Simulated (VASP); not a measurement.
Here is a VASP 6.6.1 calculation.

Contents of INCAR:

```
SYSTEM = Au
PREC = Accurate
ENCUT = 520
EDIFF = 1E-6
ISMEAR = -1
SIGMA = 0.1
LREAL = .False.
LASPH = .True.
NELM = 100
ALGO = Normal
ISIF = 2
LWAVE = .False.
LCHARG = .False.
GGA = PS
NBANDS = 12
```

Contents of KPOINTS:

```
regular mesh
0
Gamma
  22 22 22
  0 0 0
```

Contents of POSCAR:

```
Au
1.0
    0.0000000000      2.1191933549      2.1191933549
    2.1191933549      0.0000000000      2.1191933549
    2.1191933549      2.1191933549      0.0000000000
Au
1
Direct
    0.0000000000      0.0000000000      0.0000000000
```

Potentials or basis: VASP PAW PBE potentials, release 64 (Au).

The run is started by

```console
$ cat potpaw_PBE.64/Au/POTCAR > POTCAR
$ mpirun -np 1 vasp_std > vasp.out
```

(1) Predict the pressure.

Results:

(1) -14.3 GPa.

Caveat: the PAW data sets were made with another functional, which shifts forces and pressure a little.
